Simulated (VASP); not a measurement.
Here is a VASP 6.6.1 calculation.

INCAR

```
  PREC = Accurate
  ENCUT = 520
  EDIFF = 1E-7
  ISMEAR = 0
  SIGMA = 0.05
  LREAL = False
  LASPH = True
  NELM = 100
  ALGO = Normal
  ISIF = 2
  LWAVE = False
  LCHARG = False
  GGA = PS
  NBANDS = 28
```

Contents of KPOINTS:

```
Automatic mesh
0
Gamma
  8 6 6
```

The input POSCAR:

```
SnO
1.0
    3.3550050000      0.0000000000      0.0000000000
    0.0000000000      5.6741040000      0.0000000000
    0.0000000000      0.0000000000      4.2219700000
Sn O
2 2
Direct
    0.0752877396      0.2764254105      0.5729716972
    0.5752877396      0.8126074105      0.0729716972
    0.0000000000      0.8912500000      0.7368570000
    0.5000000000      0.1087500000      0.2368570000
```

Potentials or basis: VASP PAW PBE potentials, release 64 (Sn_d, O).

The run is started by

```sh
$ cat potpaw_PBE.64/Sn_d/POTCAR potpaw_PBE.64/O/POTCAR > POTCAR
$ mpirun -np 1 vasp_std > vasp.out
```

(1) Estimate the pressure.

(2) Predict the largest force.

Results:

(1) -0.9 GPa.

(2) 5.755 eV/Å.

Caveat: the cell differs from its parent crystal (all Sn atoms moved +0.438 Å, as atom 1 along Cartesian [1 1 1]); the PAW data sets were made with another functional, which shifts forces and pressure a little.
